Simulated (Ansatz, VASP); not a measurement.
## AlGaN2 in VASP and in Ansatz

POSCAR

```
AlGaN2
1.0
    3.0937638930      0.0000000000      0.0000000000
    0.0000000000      3.0937638930      0.0000000000
    0.0000000000      0.0000000000      4.3574803709
Al Ga N
1 1 2
Direct
    0.5000000000      0.5000000000      0.5000000000
    0.0000000000      0.0000000000      0.0000000000
    0.5000000000      0.0000000000      0.7382648100
    0.0000000000      0.5000000000      0.2617351900
```

File INCAR.step1:

```
SYSTEM = AlGaN2
PREC = Accurate
ENCUT = 520
ISMEAR = 0
SIGMA = 0.05
LREAL = .False.
LASPH = .True.
NELM = 60
NBANDS = 21
GGA = PE
ALGO = Normal
EDIFF = 1E-4
LWAVE = .True.
LCHARG = .False.
```

Contents of INCAR.step2:

```
SYSTEM = AlGaN2
PREC = Accurate
ENCUT = 520
EDIFF = 1E-7
ISMEAR = 0
SIGMA = 0.05
LREAL = .False.
LASPH = .True.
NELM = 60
ALGO = Normal
ISIF = 2
LWAVE = .False.
LCHARG = .True.
METAGGA = R2SCAN
LMIXTAU = .True.
LELF = .True.
LVHAR = .True.
NBANDS = 21
ISTART = 1
```

The input KPOINTS:

```
regular mesh
0
Gamma
  8 8 6
  0 0 0
```

Input for Ansatz:

```yaml
crystal:
  lattice:
    - [3.093763893, 0.0, 0.0]
    - [0.0, 3.093763893, 0.0]
    - [0.0, 0.0, 4.3574803709]
  atoms:
    - { symbol: Al, position: [0.5, 0.5, 0.5] }
    - { symbol: Ga, position: [0.0, 0.0, 0.0] }
    - { symbol: "N", position: [0.5, 0.0, 0.73826481] }
    - { symbol: "N", position: [0.0, 0.5, 0.26173519] }
basis:
  ecutwfc: 500
kpoints:
  mp_grid: { grid: [8, 8, 6] }
hamiltonian:
  xc: r2scan
scf:
  occupations: { method: gaussian, width: 0.05 }
output:
  forces: true
  stress: true
  eigenvalues: true
```

Change from the starting cell: strain -0.015 along x and y, -0.015 along z, atoms carried along.

Alike in both runs: task single point; functional r2SCAN; k mesh 8 × 8 × 6; occupations gaussian, width 0.05 eV; no spin polarisation.

```csv
,VASP,Ansatz
version,VASP 6.6.1,Ansatz 0.2.0
potentials or method,"VASP PAW PBE potentials, release 64 (Al, Ga_d, N), cutoff 520 eV","scalar-relativistic, plane waves, PAW"
valence electrons in the cell,26,26
```

Ansatz gave:

- gap on the k mesh at the Fermi level (eV): 3.70
- least direct gap on the mesh (eV): 3.70
- pressure (GPa): 9.7
- traceless stress, the component that is largest in VASP (GPa): -0.08
- rms of the force components (eV/Å): 0.037

Q: What did VASP give for the same quantities?

A: gap on the k mesh at the Fermi level (eV): 3.71; least direct gap on the mesh (eV): 3.71; pressure (GPa): 10.2; traceless stress, the component that is largest in VASP (GPa): -0.02; rms of the force components (eV/Å): 0.002.

VASP's potentials were made for PBE, not for r2SCAN. Atom by atom the forces differ by 0.039 eV/Å (rms over components). The functional is the same, so the differences come from potentials, cutoffs and numerics.
